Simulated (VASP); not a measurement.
# NaMg2Cl5 in VASP: a series of runs, part 2 of 2

VASP 6.6.1.

### 3 Single point, PBE

The input, INCAR:

```
ALGO = Normal
EDIFF = 1E-6
ENCUT = 520
GGA = PE
ISIF = 2
ISMEAR = -1
ISYM = 0
LASPH = T
LCHARG = T
LELF = T
LREAL = Auto
LVHAR = T
LWAVE = F
NBANDS = 87
NELM = 100
PREC = Accurate
SIGMA = 0.0991
```

The input, KPOINTS:

```
k-points
0
Gamma
  1 1 1
```

The input, POSCAR:

```
NaMg2Cl5
1.0
    8.4867630000     -0.1409510000      0.2958770000
   -0.1409510000      8.3834470000      0.0484200000
    0.2958770000      0.0484200000      8.4326000000
Na Cl Mg
3 15 6
Direct
    0.6795504004      0.3674474402      0.9480827812
   -0.0663563411      0.4211828883      0.4879922728
    0.2708409580      0.0777172069      0.8327389326
    0.9948377818      0.0659075232      0.6816016578
    0.1944083653      0.6131947486      0.3263812047
    0.9058233655      0.8409069163      0.3764383449
    0.4996512064      0.8645039459      0.3427989492
    0.7507247432      1.0450740037      0.0012986898
    0.6619051251      0.5303160789      0.2452798179
    0.3195049705      0.3320901183      0.5599471129
    0.1211559206      0.8879946508      0.0689582156
    0.6955925260      0.2063124822      0.3927241325
    0.4614105608      0.6397382524      0.9808456587
    0.4083168455      0.2629143742      0.0884953778
    0.6575967700      0.5627692240      0.6485328315
    0.0904070079      0.2574820248      0.2572707547
   -0.0178120655      0.4555181615      0.9261670174
    0.5070455516      0.9704076052      0.7310791152
    0.7480004880      0.9910708497      0.5801213397
    0.4434824155      0.1569282212      0.3393404512
    0.6524018212      0.7871563245      0.1130599337
    0.4864556766      0.5598738419      0.4478879423
    0.9416080050      0.0449549349      0.1883163117
    0.1982538285      0.5795048321      0.0620410820
```

Potentials or basis: VASP PAW PBE potentials, release 64 (Na_pv, Cl, Mg).

Run with:

```bash
cat potpaw_PBE.64/Na_pv/POTCAR potpaw_PBE.64/Cl/POTCAR potpaw_PBE.64/Mg/POTCAR > POTCAR
mpirun -np 1 vasp_gam > vasp.out
```

OUTCAR:

```text
EDIFF = 1E-6
   ENCUT = 520
   GGA = PE
   ISIF = 2
   ISMEAR = -1
   ISYM = 0
   LASPH = T
   LREAL = Auto
   NELM = 100
   PREC = Accurate

 ion  position               nearest neighbor table
   1  0.680  0.367  0.948-  14 2.63  17 2.64
   2  0.934  0.421  0.488-  16 2.70
   3  0.271  0.078  0.833-  18 2.34
   4  0.995  0.066  0.682-  19 2.39
   5  0.194  0.613  0.326-  24 2.25  22 2.80
   6  0.906  0.841  0.376-  23 2.32  19 2.48
   7  0.500  0.865  0.343-  21 2.37  20 2.51  22 2.69
   8  0.751  0.045  0.001-  23 2.34  21 2.45
   9  0.662  0.530  0.245-  22 2.21  21 2.42
  10  0.320  0.332  0.560-  22 2.48  20 2.57
  11  0.121  0.888  0.069-  23 2.24  24 2.69
  12  0.696  0.206  0.393-  20 2.24  19 2.46  23 2.98
  13  0.461  0.640  0.981-  24 2.33  21 2.36
  14  0.408  0.263  0.088-  20 2.33   1 2.63
  15  0.658  0.563  0.649-  22 2.31
  16  0.090  0.257  0.257-  23 2.26   2 2.70
  17  0.982  0.456  0.926-  24 2.44   1 2.64
  18  0.507  0.970  0.731-  19 2.33   3 2.34
  19  0.748  0.991  0.580-  18 2.33   4 2.39  12 2.46   6 2.48  23 3.61
  20  0.443  0.157  0.339-  12 2.24  14 2.33   7 2.51  10 2.57  22 3.52
  21  0.652  0.787  0.113-  13 2.36   7 2.37   9 2.42   8 2.45  23 3.32  22 3.57
  22  0.486  0.560  0.448-   9 2.21  15 2.31  10 2.48   7 2.69   5 2.80  20 3.52  21 3.57
  23  0.942  0.045  0.188-  11 2.24  16 2.26   6 2.32   8 2.34  12 2.98  21 3.32  19 3.61
  24  0.198  0.580  0.062-   5 2.25  13 2.33  17 2.44  11 2.69

IMPORTANT INFORMATION: All symmetrisations will be switched off!
NOSYMM: (Re-)initialisation of all symmetry stuff for point group C_1.

----------------------------------------------------------------------------------------

                                     Primitive cell

  volume of cell :     599.0400

[... 129 lines left out ...]
  volume/ion in A,a.u.               =      24.96       168.44
  Fermi-wavevector in a.u.,A,eV,Ry     =   1.003574  1.896479 13.703245  1.007160
  Thomas-Fermi vector in A             =   2.136134
   LORBIT       =      0    0 simple, 1 ext, 2 COOP (PROOUT), +10 PAW based schemes
   GGA     = PE    functional components
   LHFCALC =     F    Hartree Fock is set to
   AEXX    =    0.0000 exact exchange contribution
   IVDW    =     0    specifies the selected vdW correction
   LEPSILON=     F    determine dielectric tensor
   LRPA    =     F    only Hartree local field effects (RPA)
 non-spin polarized calculation
  energy-cutoff  :      520.00
  volume of cell :      599.04
 maximum number of plane-waves:      8062
 NGX is ok and might be reduce to    64
   NGX = 31   NGY = 31   NGZ = 31

 number of electron     138.0000005 magnetization

 Free energy of the ion-electron system (eV)
  ---------------------------------------------------
  ext. energy  EPLUGINS =         0.00000000
  ---------------------------------------------------
  free energy    TOTEN  =       -78.44204123 eV

  energy without entropy =      -78.44204114  energy(sigma->0) =      -78.44204118

 E-fermi :   1.9323     XC(G=0):  -7.8275

 val. band max:        0.0780054433   @ k =   0.0000   0.0000   0.0000
 cond. band min:       3.7376545551   @ k =   0.0000   0.0000   0.0000
 fundamental gap:      3.6596491118
 Fermi energy:         1.9322730048

 k-point     1 :       0.0000    0.0000    0.0000
  band No.  band energies     occupation
      1     -21.9446      2.00000
      2     -21.9383      2.00000
      3     -21.9044      2.00000
      4     -21.8936      2.00000
      5     -21.8806      2.00000
      6     -21.8510      2.00000
[... 73 lines left out ...]
     80       6.9554      0.00000
     81       7.1161      0.00000
 [bands above 81 left out]

------------------------ aborting loop because EDIFF is reached ----------------------------------------

  FORCE on cell =-STRESS in cart. coord.  units (eV):
  Direction    XX          YY          ZZ          XY          YZ          ZX
  --------------------------------------------------------------------------------------
  -------------------------------------------------------------------------------------
  Total       11.9122630      9.0404844     13.7415511      0.1557862      1.7382972     -4.3039108
  in kB       31.8602389     24.1794521     36.7528068      0.4166619      4.6492059    -11.5111316
  external PRESSURE =      30.9308326 kB  Pullay stress =       0.0000000 kB

 VOLUME and BASIS-vectors are now :
 -----------------------------------------------------------------------------
  energy-cutoff  :      520.00
  volume of cell :      599.04
      direct lattice vectors                 reciprocal lattice vectors
     8.486763000 -0.140951000  0.295877000     0.118008664  0.002008062 -0.004152133
    -0.140951000  8.383447000  0.048420000     0.002008062  0.119320803 -0.000755598
     0.295877000  0.048420000  8.432600000    -0.004152133 -0.000755598  0.118737413

 POSITION                                       TOTAL-FORCE (eV/Angst)
 -----------------------------------------------------------------------------------
      5.99591      3.03060      8.21366        -0.044925      0.127062     -0.224139
      8.00863      3.42299      4.41168         0.200123      0.184893      0.155675
      2.53400      0.65368      7.10605        -1.134567      0.605880      0.409226
      8.63533      0.44531      6.04522        -0.487248      0.234397     -0.230274
      1.66004      5.12909      2.83945         0.594607     -0.008931      1.126684
      7.68036      6.94025      3.48308        -1.132497     -0.042958      0.490879
[... 16 lines left out ...]
      8.04059      0.25328      1.86877        -0.046797      0.574300      0.347333
      1.61921      4.83331      0.60989        -0.826805     -0.109350     -0.346586
 -----------------------------------------------------------------------------------
    total drift:                               -0.000624     -0.000607      0.003395

  FREE ENERGIE OF THE ION-ELECTRON SYSTEM (eV)
  ---------------------------------------------------
  free  energy   TOTEN  =       -78.4420412320 eV

  energy  without entropy=      -78.4420411358  energy(sigma->0) =      -78.44204118
```

It took 90 s on 1 thread of Intel Xeon Platinum 8259CL at 2.50GHz (Skylake/Cascade Lake), shared host; peak memory 0.53 GiB.

What came out:

| Quantity | Value |
| --- | --- |
| Free energy | -78.4420 eV |
| Pressure | 3.1 GPa |
| Largest force | 1.852 eV/Å |
| Band gap on the k mesh | 3.66 eV |

Forces in eV/Å, atoms in the order of the input:
```
Na  -0.045  0.127 -0.224
Na   0.200  0.185  0.156
Na  -1.135  0.606  0.409
Cl  -0.487  0.234 -0.230
Cl   0.595 -0.009  1.127
Cl  -1.132 -0.043  0.491
Cl  -0.469  0.505  0.210
Cl  -0.243 -0.726  0.472
Cl   1.450  0.022 -0.958
Cl   0.602 -0.336 -0.409
Cl   1.061 -0.784 -1.300
Cl   1.126 -0.275  0.562
Cl  -0.167  0.434 -0.800
Cl   0.325 -0.377 -0.346
Cl   0.503  0.026  0.097
Cl  -0.566 -0.140  0.362
Cl   0.646  0.524  0.004
Cl   1.122 -0.408 -0.686
Mg   0.587 -0.343  0.006
Mg  -1.470  0.013  0.128
Mg  -0.069  0.156  0.040
Mg  -1.559  0.144  0.889
Mg  -0.047  0.574  0.347
Mg  -0.827 -0.109 -0.347
```

Caveat: the k points lie up to 0.75 Å⁻¹ apart.

### 4 Single point, PBE

The input, INCAR:

```
ALGO = Normal ; EDIFF = 1E-6
ENCUT = 520 ; GGA = PE
ISIF = 2 ; ISMEAR = -1
ISYM = 0 ; LASPH = T
LCHARG = F ; LREAL = Auto
LWAVE = F ; NBANDS = 87
NELM = 60 ; PREC = Accurate
SIGMA = 0.0991
```

KPOINTS is that of step 3.

The input, POSCAR:

```
NaMg2Cl5
1.0
    8.4867630000     -0.1409510000      0.2958770000
   -0.1409510000      8.3834470000      0.0484200000
    0.2958770000      0.0484200000      8.4326000000
Na Cl Mg
3 15 6
Direct
    0.6442442464      0.3240595636      1.0078623415
   -0.0323869873      0.4567039229      0.5260819867
    0.2756754001      0.1118843918      0.8411989834
    1.0173678970      0.1303341191      0.6515663568
    0.1591842198      0.6268304841      0.3581171784
    0.8583922387      0.8524132661      0.3440686893
    0.4492656299      0.8689859492      0.3809539565
    0.7798030683      1.0215439524     -0.0298339718
    0.6310750306      0.6005823084      0.1818608991
    0.3390193590      0.3434412085      0.5763929922
    0.1796489317      0.9106496238      0.0560066122
    0.7044491432      0.2406431987      0.4261939090
    0.3870132785      0.7103552534      0.9043430580
    0.4087576719      0.1889722671      0.1199259978
    0.6969120341      0.6073040243      0.6449059717
    0.0633937064      0.2681106201      0.2894719712
    0.0674575445      0.3888155008      0.9222235630
    0.5425137477      1.0203438824      0.6895496773
    0.7822721133      1.0082661352      0.5570493594
    0.4300833732      0.1679642927      0.4143109350
    0.5604205697      0.8512067477      0.0828414738
    0.4886215653      0.5845703717      0.4932872684
    0.9536592008      0.0624622504      0.2047759593
    0.1734638844      0.6071995504      0.0611453673
```

Run with:

```bash
cat potpaw_PBE.64/Na_pv/POTCAR potpaw_PBE.64/Cl/POTCAR potpaw_PBE.64/Mg/POTCAR > POTCAR
mpirun -np 1 vasp_gam > vasp.out
```

Wall time 86 s (1 thread of Intel Xeon Platinum 8259CL at 2.50GHz (Skylake/Cascade Lake), shared host); peak memory 0.53 GiB.

The run converged. Its results:

```yaml
Free_energy: -77.3973 eV
Pressure: 3.5 GPa
Largest_force: 2.515 eV/Å
Band_gap_on_the_k_mesh: 3.30 eV
```

Forces in eV/Å, atoms in the order of the input:
```
Na   0.955  0.568 -0.436
Na  -0.334 -0.408  0.489
Na  -0.382  0.323 -0.232
Cl  -0.485 -0.703 -0.073
Cl   0.767  0.135 -0.687
Cl  -0.285 -0.662  0.572
Cl  -0.024  0.362 -0.616
Cl  -0.119 -0.158  0.922
Cl  -0.043 -0.745  0.321
Cl  -0.502  1.790  1.044
Cl  -2.042  0.368  0.986
Cl  -0.111  0.541 -0.994
Cl   1.456 -1.001 -0.823
Cl   0.121 -0.191  0.775
Cl   0.385 -0.014  0.238
Cl   1.058  1.402  0.515
Cl  -0.009  0.889  0.064
Cl  -0.729  0.026  0.868
Mg   0.826  0.112  0.643
Mg   0.669 -1.879 -1.422
Mg  -0.348  0.134  0.156
Mg  -0.317  0.471 -0.872
Mg  -0.083 -1.308 -2.146
Mg  -0.424 -0.051  0.709
```

Stress tensor (GPa, compression positive):
```
 3.85  0.68 -1.47
 0.68  3.85  0.41
-1.47  0.41  2.79
```

Levels at points of the mesh, in eV from the valence-band top:
| k point | band 67 | band 68 | band 69 | band 70 | band 71 | band 72 |
| --- | --- | --- | --- | --- | --- | --- |
| (0.00, 0.00, 0.00) | -0.50 | -0.26 | 0.00 | 3.30 | 4.89 | 5.25 |

Caveat: the k points lie up to 0.75 Å⁻¹ apart.

### 5 Single point, PBE

The input, INCAR:

```
  PREC = Accurate
  ENCUT = 520
  EDIFF = 1E-7
  ISMEAR = -1
  SIGMA = 0.0552
  LREAL = Auto
  LASPH = T
  NELM = 80
  ALGO = Normal
  ISIF = 2
  LWAVE = F
  LCHARG = T
  GGA = PE
  LELF = T
  LVHAR = T
  NBANDS = 87
  ISYM = 0
```

The input, KPOINTS:

```
Automatic mesh
0
Gamma
  1 1 1
```

The input, POSCAR:

```
NaMg2Cl5
1.0
    8.4867630000     -0.1409510000      0.2958770000
   -0.1409510000      8.3834470000      0.0484200000
    0.2958770000      0.0484200000      8.4326000000
Na Cl Mg
3 15 6
Direct
    0.6629788155      0.3740931932     -0.0762893740
    0.9368134203      0.4202011817      0.5464983889
    0.2389604101      0.1264277162      0.8360729171
   -0.0109029542      0.1416353254      0.6893013959
    0.1719944801      0.6089469048      0.3597416669
    0.8381077580      0.8714063673      0.4034909393
    0.4129292799      0.9151193989      0.3784142070
    0.7632058229     -0.0267243693      0.9929978826
    0.5511090888      0.5555888727      0.1968506609
    0.3511313024      0.3735748126      0.5808481170
    0.1402726932      0.8825026505      0.0872238406
    0.7437669719      0.2618446652      0.3726523185
    0.3799018993      0.7191075482      0.8914195596
    0.4669995573      0.1822188829      0.1041864352
    0.6679253028      0.6374060526      0.6421495226
    0.1341137502      0.2533224473      0.2978347073
    0.0217598600      0.4670863311      0.9609990321
    0.5513813504      0.0718664078      0.6911716634
    0.7885752695     -0.0964365164      0.6692874287
    0.4968109458      0.1960893063      0.4108775969
    0.4715131312      0.9054776453      0.0620487017
    0.4368883556      0.6177247289      0.4636993991
    0.9470394468      0.0465043078      0.2183964698
    0.2067905344      0.5889437689      0.0806786495
```

Run with:

```bash
cat potpaw_PBE.64/Na_pv/POTCAR potpaw_PBE.64/Cl/POTCAR potpaw_PBE.64/Mg/POTCAR > POTCAR
mpirun -np 1 vasp_gam > vasp.out
```

Run time: 1.8 min. Hardware: 1 thread of Intel Xeon Platinum 8259CL at 2.50GHz (Skylake/Cascade Lake), shared host; peak memory 0.53 GiB.

It converged, with:

| Quantity | Value |
| --- | --- |
| Free energy | -78.8416 eV |
| Pressure | 2.3 GPa |
| Largest force | 1.891 eV/Å |
| Band gap on the k mesh | 3.29 eV |

Forces in eV/Å, atoms in the order of the input:
```
Na   0.220  0.080  0.059
Na   0.388  0.066 -0.222
Na   0.148  0.088  0.128
Cl  -0.547 -0.666  0.040
Cl  -0.178  0.554  0.499
Cl   0.139 -0.539 -0.397
Cl   0.230 -0.404 -0.243
Cl   0.021 -0.571  0.086
Cl  -0.245  0.476  0.175
Cl   0.188 -0.167  0.564
Cl  -0.246  0.735 -0.145
Cl   1.509  0.333 -0.582
Cl   0.569 -0.528 -1.033
Cl  -0.379  0.307 -0.440
Cl   0.205 -0.481  0.335
Cl  -0.604 -0.983 -0.559
Cl  -1.144 -0.715 -1.011
Cl   0.081 -0.113  0.347
Mg  -0.183  1.227  0.678
Mg  -1.705 -0.817  0.059
Mg   0.494  0.195  1.063
Mg   0.184  0.562 -0.723
Mg   0.398  0.930  0.078
Mg   0.456  0.432  1.244
```

Stress tensor (GPa, compression positive):
```
 2.80  0.03 -0.74
 0.03  2.33 -0.52
-0.74 -0.52  1.77
```

Levels at points of the mesh, in eV from the valence-band top:
| k point | band 66 | band 67 | band 68 | band 69 | band 70 | band 71 | band 72 | band 73 |
| --- | --- | --- | --- | --- | --- | --- | --- | --- |
| (0.00, 0.00, 0.00) | -0.68 | -0.53 | -0.14 | 0.00 | 3.29 | 4.78 | 5.10 | 5.23 |

Caveat: the k points lie up to 0.75 Å⁻¹ apart.

### 6 Single point, PBE

The input, INCAR:

```
PREC = Accurate
ENCUT = 520
EDIFF = 1E-6
ISMEAR = -1
SIGMA = 0.0552
LREAL = Auto
LASPH = T
NELM = 60
ALGO = Normal
ISIF = 2
LWAVE = F
LCHARG = F
GGA = PE
NBANDS = 87
ISYM = 0
```

The input, KPOINTS:

```
regular mesh
0
Gamma
  1 1 1
```

The input, POSCAR:

```
NaMg2Cl5
1.0
    8.4867630000     -0.1409510000      0.2958770000
   -0.1409510000      8.3834470000      0.0484200000
    0.2958770000      0.0484200000      8.4326000000
Na Cl Mg
3 15 6
Direct
    0.6034996980      0.3832852776     -0.1338274498
    0.9431612970      0.4287863582      0.5840111507
    0.2224078933      0.1042356662      0.8279725742
   -0.0532068247      0.0916954148      0.7017925413
    0.1266332364      0.6178600172      0.3818334032
    0.7972320298      0.8500777478      0.3902500550
    0.4504269435      0.9343965867      0.3812240050
    0.7625332218     -0.1628139680      0.9844917831
    0.4614029776      0.5966492611      0.1598048898
    0.3606361913      0.4176835240      0.5883797179
    0.1069649824      0.9254885815      0.0987474047
    0.7189195558      0.2807774012      0.2973971251
    0.3400366553      0.7482625350      0.8526477128
    0.4374076630      0.1682068990      0.0700418086
    0.6600545757      0.6248807605      0.6352667393
    0.1276473664      0.2259760962      0.3642378765
    0.0217132155      0.4253547591      0.9842713850
    0.5359916003      0.1100191907      0.7036864412
    0.7408122694     -0.0871407734      0.6924676902
    0.4279915952      0.2610761800      0.3693417003
    0.4996054106      0.9016405862      0.0529288491
    0.4212515035      0.6723215850      0.4299142089
    0.9236678185      0.0712707421      0.2726025197
    0.1552996598      0.6595185588      0.0927459519
```

Potentials or basis: VASP PAW PBE potentials, release 64 (Na_pv, Cl, Mg).

Run with:

```bash
cat potpaw_PBE.64/Na_pv/POTCAR potpaw_PBE.64/Cl/POTCAR potpaw_PBE.64/Mg/POTCAR > POTCAR
mpirun -np 1 vasp_gam > vasp.out
```

Run time: 79 s. Hardware: 1 thread of Intel Xeon Platinum 8259CL at 2.50GHz (Skylake/Cascade Lake), shared host; peak memory 0.53 GiB.

It converged, with:

```yaml
Free_energy: -79.3454 eV
Pressure: 1.3 GPa
Largest_force: 1.370 eV/Å
Band_gap_on_the_k_mesh: 3.68 eV
```

Forces on the atoms (eV/Å):
```
Na  -0.014  0.176  0.075
Na   0.076 -0.127 -0.097
Na  -0.040  0.011  0.031
Cl   0.351  0.490  0.027
Cl   0.229  0.612 -0.136
Cl   0.585  0.485  0.137
Cl  -0.633  0.895 -0.584
Cl  -0.587  0.272 -0.454
Cl   0.085 -0.350  0.164
Cl  -0.021  0.157 -0.032
Cl  -0.060  0.741  0.018
Cl   0.022 -0.047  0.257
Cl  -0.068  0.450  0.231
Cl  -0.209  0.673  0.204
Cl   0.302 -0.019  0.426
Cl   0.423  0.034 -0.022
Cl   0.233  0.503 -0.130
Cl   0.353 -0.360 -0.012
Mg  -0.345 -0.588 -0.325
Mg   0.070 -0.955 -0.509
Mg  -0.096 -0.785  0.114
Mg  -0.368 -1.044  0.808
Mg  -0.218  0.085  0.012
Mg  -0.069 -1.308 -0.204
```

Stress tensor (GPa, compression positive):
```
 1.52  0.67 -0.56
 0.67  1.67 -0.54
-0.56 -0.54  0.74
```

Levels at points of the mesh, in eV from the valence-band top:
```
           k point  band 65  band 66  band 67  band 68  band 69  band 70  band 71  band 72  band 73  band 74
(0.00, 0.00, 0.00)    -0.49    -0.39    -0.25    -0.23     0.00     3.68     5.14     5.47     5.80     6.07
```

Caveat: the k points lie up to 0.75 Å⁻¹ apart.
